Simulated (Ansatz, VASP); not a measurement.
## Pb: VASP beside Ansatz

```
CELL_PARAMETERS angstrom
0.00000 2.58958 2.58958
2.58958 0.00000 2.58958
2.58958 2.58958 0.00000
ATOMIC_POSITIONS crystal
Pb 0.00000 0.00000 0.00000
```

Alike in both runs: task single point; functional BLYP; k mesh 17 × 17 × 17; occupations fermi-dirac, width 0.1 eV; no spin polarisation.

|  | VASP | Ansatz |
| --- | --- | --- |
| version | VASP 6.6.1 | Ansatz 0.2.0 |
| potentials or method | VASP PAW PBE potentials, release 64 (Pb_d), cutoff 520 eV | plane waves (420 eV) with PAW, scalar-relativistic |
| valence electrons in the cell | 14 | 14 |

|  | VASP | Ansatz | Ansatz less VASP |
| --- | --- | --- | --- |
| pressure (GPa) | 0.1 | 0.1 | -0.05 |

VASP's potentials were made for PBE, not for BLYP.

Spin-orbit coupling is off throughout.
